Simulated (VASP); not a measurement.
# AgCl (Fmm2) in VASP: further runs, part 2 of 2

VASP 6.6.1. The steps go on from the part before.

## Step 4: Single point, PBE

Input file INCAR:

```
SYSTEM = AgCl
  PREC = Accurate
  ENCUT = 520
  EDIFF = 1E-6
  ISMEAR = 0
  SIGMA = 0.05
  LREAL = .False.
  LASPH = .True.
  NELM = 80
  ALGO = Normal
  ISIF = 2
  LWAVE = .False.
  LCHARG = .False.
  GGA = PE
  NBANDS = 16
```

Input file KPOINTS:

```
Automatic mesh
0
Gamma
  8 8 8
  0 0 0
```

Input file POSCAR:

```
AgCl
1.0
    0.0000000000      2.7687027469      2.8060228508
    2.7687027469      0.0000000000      2.8060228508
    2.7687027469      2.7687027469      0.0000000000
Ag Cl
1 1
Direct
    0.4625801134      0.5374198866      0.5374198866
    0.1138622231     -0.1138622231     -0.1138622231
```

Potentials or basis: VASP PAW PBE potentials, release 64 (Ag, Cl).

Started as:

```sh
$ cat potpaw_PBE.64/Ag/POTCAR potpaw_PBE.64/Cl/POTCAR > POTCAR
$ mpirun -np 1 vasp_std > vasp.out
```

OUTCAR:

```text
SYSTEM = AgCl
   PREC = Accurate
   ENCUT = 520
   EDIFF = 1E-6
   ISMEAR = 0
   LREAL = .False.
   LASPH = .True.
   NELM = 80
   ISIF = 2
   GGA = PE

 ion  position               nearest neighbor table
   1  0.463  0.537  0.537-   2 1.93   2 2.89   2 2.89   2 2.93   2 2.93
   2  0.114  0.886  0.886-   1 1.93   1 2.89   1 2.89   1 2.93   1 2.93

  LATTYP: Found a body centered tetragonal cell.
 ALAT       =     3.9155369748
 C/A-ratio  =     1.4332761350

  Lattice vectors:

 A1 = (  -2.7687027469,   0.0000000000,   2.8060228508)
 A2 = (   2.7687027469,   0.0000000000,   2.8060228508)
 A3 = (   0.0000000000,   2.7687027469,  -2.8060228508)

Analysis of symmetry for initial positions (statically):
=====================================================================
 Subroutine PRICEL returns:
 Original cell was already a primitive cell.

 Routine SETGRP: Setting up the symmetry group for a
 body centered tetragonal supercell.

 Subroutine GETGRP returns: Found  4 space group operations
 (whereof  4 operations were pure point group operations)
 out of a pool of 16 trial point group operations.

The static configuration has the point symmetry C_2v.

[... 156 lines left out ...]
  ---------------------------------------------------
  free energy    TOTEN  =        -3.45275158 eV

  energy without entropy =       -3.45275158  energy(sigma->0) =       -3.45275158

 E-fermi :   4.2687     XC(G=0):  -9.7933

 val. band max:        4.0675095469   @ k =   0.1250   0.0000   0.1250
 cond. band min:       5.4416953829   @ k =   0.0000   0.0000   0.0000
 fundamental gap:      1.3741858359
 Fermi energy:         4.2686966119

 k-point     1 :       0.0000    0.0000    0.0000
  band No.  band energies     occupation
      1     -12.0036      2.00000
      2      -2.1749      2.00000
      3      -1.0887      2.00000
      4      -1.0261      2.00000
      5       0.9903      2.00000
      6       1.0198      2.00000
[... 433 lines left out ...]
      3      -1.2391      2.00000
      4      -1.0602      2.00000
      5       0.8453      2.00000
      6       1.0468      2.00000
[... 8 lines left out ...]
     15      16.8545      0.00000
     16      17.8058      0.00000

 [... further k-points ...]
[... 5 lines left out ...]
  --------------------------------------------------------------------------------------
  -------------------------------------------------------------------------------------
  Total       19.6717285      0.4958170      0.4238518      0.0000000      0.0000000      0.0000000
  in kB      732.6207954     18.4653741     15.7852259      0.0000000      0.0000000      0.0000000
  external PRESSURE =     255.6237985 kB  Pullay stress =       0.0000000 kB

 VOLUME and BASIS-vectors are now :
 -----------------------------------------------------------------------------
  energy-cutoff  :      520.00
  volume of cell :       43.02
      direct lattice vectors                 reciprocal lattice vectors
     0.000000000  2.768702747  2.806022851    -0.180589990  0.180589990  0.178188143
     2.768702747  0.000000000  2.806022851     0.180589990 -0.180589990  0.178188143
     2.768702747  2.768702747  0.000000000     0.180589990  0.180589990 -0.178188143

 POSITION                                       TOTAL-FORCE (eV/Angst)
 -----------------------------------------------------------------------------------
      2.97591      2.76870      2.80602        -9.696687      0.000000      0.000000
      4.90690      2.76870      2.80602         9.696687      0.000000      0.000000
 -----------------------------------------------------------------------------------
    total drift:                                0.000725     -0.000001     -0.000001

  FREE ENERGIE OF THE ION-ELECTRON SYSTEM (eV)
  ---------------------------------------------------
  free  energy   TOTEN  =        -3.4527515819 eV

  energy  without entropy=       -3.4527515819  energy(sigma->0) =       -3.45275158
```

OSZICAR:

```text
N       E                     dE             d eps       ncg     rms          rms(c)
DAV:   1     0.964054726247E+02    0.96405E+02   -0.85036E+03  3040   0.102E+03
DAV:   2    -0.750365534956E+00   -0.97156E+02   -0.90461E+02  3816   0.221E+02
DAV:   3    -0.388663718445E+01   -0.31363E+01   -0.31301E+01  3880   0.420E+01
DAV:   4    -0.390775187288E+01   -0.21115E-01   -0.21113E-01  3960   0.382E+00
DAV:   5    -0.390804245687E+01   -0.29058E-03   -0.29058E-03  3776   0.439E-01    0.152E+01
DAV:   6    -0.348416146017E+01    0.42388E+00   -0.70488E-01  4160   0.123E+01    0.986E+00
DAV:   7    -0.345933371642E+01    0.24828E-01   -0.30917E-01  3856   0.360E+00    0.354E+00
DAV:   8    -0.345287713408E+01    0.64566E-02   -0.10325E-02  3680   0.928E-01    0.639E-01
DAV:   9    -0.345269884926E+01    0.17828E-03   -0.20616E-03  4120   0.402E-01    0.704E-02
DAV:  10    -0.345273292426E+01   -0.34075E-04   -0.90026E-05  3856   0.852E-02    0.355E-02
DAV:  11    -0.345275059081E+01   -0.17667E-04   -0.19696E-05  3928   0.343E-02    0.880E-03
DAV:  12    -0.345275158193E+01   -0.99113E-06   -0.13695E-06  3240   0.870E-03
   1 F= -.34527516E+01 E0= -.34527516E+01  d E =-.104485E-10
```

Run time: 26 s. Hardware: 1 thread of Intel Xeon 6975P-C (Granite Rapids), shared host; peak memory 0.2 GiB.

Results:

* Free energy: -3.4528 eV
* Pressure: 25.6 GPa
* Largest force: 9.697 eV/Å
* Band gap on the k mesh: 1.37 eV, indirect (least direct gap 1.81 eV)

Forces on the atoms (eV/Å):
```
Ag  -9.697  0.000  0.000
Cl   9.697  0.000  0.000
```

Caveat: forces of over 1 eV/Å act on the atoms, so gaps and moduli don't describe the material at rest. A k mesh can miss the band edges.

## Step 5: Single point, PBE

Input file INCAR:

```
SYSTEM = AgCl
PREC     = Accurate       ! precision mode
ENCUT    = 520            ! plane-wave cutoff, eV
EDIFF    = 1E-6           ! SCF threshold, eV
ISMEAR   = 0              ! smearing method
SIGMA    = 0.05           ! smearing width, eV
LREAL    = .False.        ! projectors in reciprocal space
LASPH    = .True.         ! aspherical terms in the spheres
NELM     = 60             ! most SCF steps
ALGO     = Normal         ! electronic algorithm
ISIF     = 2              ! what is computed and relaxed
LWAVE    = .False.        ! write WAVECAR
LCHARG   = .True.         ! write CHGCAR
GGA      = PE             ! functional
LELF     = .True.         ! ELF
LVHAR    = .True.       
NBANDS   = 16             ! bands
```

Input file KPOINTS:

```
regular mesh
0
Gamma
  8 8 8
  0 0 0
```

Input file POSCAR:

```
AgCl
1.0
    0.0000000000      2.7687027469      2.8060228508
    2.7687027469      0.0000000000      2.8060228508
    2.7687027469      2.7687027469      0.0000000000
Ag Cl
1 1
Direct
    0.4700640907      0.5299359093      0.5299359093
    0.0910897785     -0.0910897785     -0.0910897785
```

Started as:

```sh
$ cat potpaw_PBE.64/Ag/POTCAR potpaw_PBE.64/Cl/POTCAR > POTCAR
$ mpirun -np 1 vasp_std > vasp.out
```

Wall time 25 s (1 thread of Intel Xeon 6975P-C (Granite Rapids), shared host); peak memory 0.21 GiB.

The run converged. Its results:

```yaml
Free_energy: -4.5861 eV
Pressure: 13.4 GPa
Largest_force: 4.450 eV/Å
Band_gap_on_the_k_mesh: 1.31 eV, indirect (least direct gap 1.59 eV)
```

Forces on the atoms (eV/Å):
```
Ag  -4.450  0.000  0.000
Cl   4.450  0.000  0.000
```

Stress tensor (GPa, compression positive):
```
37.26  0.00  0.00
 0.00  1.63  0.00
 0.00  0.00  1.35
```

Levels at points of the mesh, in eV from the valence-band top:
```tsv
k point	band 7	band 8	band 9	band 10	band 11	band 12
(0.00, 0.00, 0.00)	-0.89	-0.85	-0.28	1.31	9.64	9.68
(0.50, 0.00, 0.00)	-1.87	-0.43	-0.17	4.73	6.21	7.93
(0.50, 0.50, 0.00)	-2.14	-1.12	-0.99	2.71	6.79	8.50
(0.50, 0.00, 0.50)	-2.13	-1.14	-1.07	2.71	6.71	8.63
(0.00, 0.50, 0.50)	-2.28	-2.18	-2.12	2.80	7.95	9.91
```

Caveat: forces of over 1 eV/Å act on the atoms, so gaps and moduli don't describe the material at rest. A k mesh can miss the band edges.

## Step 6: Single point, PBE

Input file INCAR:

```
PREC = Accurate
ENCUT = 520
EDIFF = 1E-7
ISMEAR = 0
SIGMA = 0.05
LREAL = F
LASPH = T
NELM = 100
ALGO = Normal
ISIF = 2
LWAVE = F
LCHARG = F
GGA = PE
NBANDS = 16
```

Input file KPOINTS:

```
Automatic mesh
0
Gamma
  8 8 8
```

Input file POSCAR:

```
AgCl
1.0
    0.0000000000      2.7687027469      2.8060228508
    2.7687027469      0.0000000000      2.8060228508
    2.7687027469      2.7687027469      0.0000000000
Ag Cl
1 1
Direct
    0.4850320454      0.5149679546      0.5149679546
    0.0455448893     -0.0455448893     -0.0455448893
```

Potentials or basis: VASP PAW PBE potentials, release 64 (Ag, Cl).

Started as:

```sh
$ cat potpaw_PBE.64/Ag/POTCAR potpaw_PBE.64/Cl/POTCAR > POTCAR
$ mpirun -np 1 vasp_std > vasp.out
```

OUTCAR:

```text
PREC = Accurate
   ENCUT = 520
   EDIFF = 1E-7
   ISMEAR = 0
   LREAL = F
   LASPH = T
   NELM = 100
   ISIF = 2
   GGA = PE

 ion  position               nearest neighbor table
   1  0.485  0.515  0.515-   2 2.43   2 2.79   2 2.79   2 2.83   2 2.83   2 3.10
   2  0.046  0.954  0.954-   1 2.43   1 2.79   1 2.79   1 2.83   1 2.83   1 3.10

  LATTYP: Found a body centered tetragonal cell.
 ALAT       =     3.9155369748
 C/A-ratio  =     1.4332761350

  Lattice vectors:

 A1 = (  -2.7687027469,   0.0000000000,   2.8060228508)
[... 626 lines left out ...]
      3      -0.0022      2.00000
      4       0.3017      2.00000
      5       1.3045      2.00000
      6       1.3775      2.00000
[... 8 lines left out ...]
     15      17.0359      0.00000
     16      17.6752      0.00000

 [... further k-points ...]
[... 5 lines left out ...]
  --------------------------------------------------------------------------------------
  -------------------------------------------------------------------------------------
  Total        1.9795723      0.3442065      0.2657881      0.0000000      0.0000000      0.0000000
  in kB       73.7238634     12.8190488      9.8985640      0.0000000      0.0000000      0.0000000
  external PRESSURE =      32.1471587 kB  Pullay stress =       0.0000000 kB

 VOLUME and BASIS-vectors are now :
 -----------------------------------------------------------------------------
  energy-cutoff  :      520.00
  volume of cell :       43.02
      direct lattice vectors                 reciprocal lattice vectors
     0.000000000  2.768702747  2.806022851    -0.180589990  0.180589990  0.178188143
     2.768702747  0.000000000  2.806022851     0.180589990 -0.180589990  0.178188143
     2.768702747  2.768702747  0.000000000     0.180589990  0.180589990 -0.178188143

 POSITION                                       TOTAL-FORCE (eV/Angst)
 -----------------------------------------------------------------------------------
      2.85159      2.76870      2.80602        -0.745424      0.000000      0.000000
      5.28520      2.76870      2.80602         0.745424      0.000000      0.000000
 -----------------------------------------------------------------------------------
    total drift:                                0.000280      0.000000      0.000000

  FREE ENERGIE OF THE ION-ELECTRON SYSTEM (eV)
  ---------------------------------------------------
  free  energy   TOTEN  =        -5.3028576906 eV

  energy  without entropy=       -5.3028576906  energy(sigma->0) =       -5.30285769
```

OSZICAR:

```text
N       E                     dE             d eps       ncg     rms          rms(c)
DAV:   1     0.899084694121E+02    0.89908E+02   -0.84784E+03  3048   0.102E+03
DAV:   2    -0.262514739216E+01   -0.92534E+02   -0.85539E+02  3784   0.214E+02
DAV:   3    -0.548634295800E+01   -0.28612E+01   -0.28542E+01  3880   0.396E+01
DAV:   4    -0.550183183937E+01   -0.15489E-01   -0.15488E-01  3848   0.332E+00
DAV:   5    -0.550201672813E+01   -0.18489E-03   -0.18489E-03  3896   0.362E-01    0.666E+00
DAV:   6    -0.530888088996E+01    0.19314E+00   -0.27137E-01  3952   0.690E+00    0.438E+00
DAV:   7    -0.530380744008E+01    0.50734E-02   -0.11202E-01  3696   0.221E+00    0.211E+00
DAV:   8    -0.530273186665E+01    0.10756E-02   -0.50493E-03  3704   0.728E-01    0.346E-01
DAV:   9    -0.530279213635E+01   -0.60270E-04   -0.58683E-04  3960   0.299E-01    0.383E-02
DAV:  10    -0.530285275692E+01   -0.60621E-04   -0.94958E-05  3768   0.870E-02    0.270E-02
DAV:  11    -0.530285763303E+01   -0.48761E-05   -0.49063E-06  4104   0.164E-02    0.472E-03
DAV:  12    -0.530285782867E+01   -0.19565E-06   -0.12559E-06  3512   0.738E-03    0.160E-03
DAV:  13    -0.530285770715E+01    0.12153E-06   -0.10919E-07  3296   0.326E-03    0.103E-03
DAV:  14    -0.530285769062E+01    0.16534E-07   -0.23383E-08  1984   0.102E-03
   1 F= -.53028577E+01 E0= -.53028577E+01  d E =-.128330E-11
```

stdout:

```text
POSCAR found type information on POSCAR AgCl
 POSCAR found :  2 types and       2 ions
 scaLAPACK will be used
 LDA part: xc-table for (Slater+PW92), standard interpolation
 POSCAR, INCAR and KPOINTS ok, starting setup
 FFT: planning ... GRIDC
 FFT: planning ... GRID_SOFT
 FFT: planning ... GRID
 WAVECAR not read
 entering main loop
```

Run time: 30 s. Hardware: 1 thread of Intel Xeon 6975P-C (Granite Rapids), shared host; peak memory 0.21 GiB.

Results:

* Free energy: -5.3029 eV
* Pressure: 3.2 GPa
* Largest force: 0.745 eV/Å
* Band gap on the k mesh: 1.02 eV, indirect (least direct gap 2.10 eV)

Forces on the atoms (eV/Å):
```
Ag  -0.745  0.000  0.000
Cl   0.745  0.000  0.000
```

Stress tensor (GPa, compression positive):
```
7.37 0.00 0.00
0.00 1.28 0.00
0.00 0.00 0.99
```

Levels at points of the mesh, in eV from the valence-band top:
```
           k point  band 6  band 7  band 8  band 9  band 10  band 11  band 12  band 13
(0.00, 0.00, 0.00)   -2.32   -1.57   -1.57   -1.08     1.02    10.45    10.48    10.56
(0.50, 0.00, 0.00)   -2.06   -1.72   -0.11    0.00     4.46     6.46     7.78     8.16
(0.50, 0.50, 0.00)   -1.96   -1.90   -1.84   -1.59     2.55     7.70     8.57    11.97
(0.50, 0.00, 0.50)   -1.95   -1.91   -1.83   -1.63     2.54     7.62     8.71    11.77
(0.00, 0.50, 0.50)   -2.12   -1.95   -1.95   -1.89     2.55     8.05     9.04    11.43
```
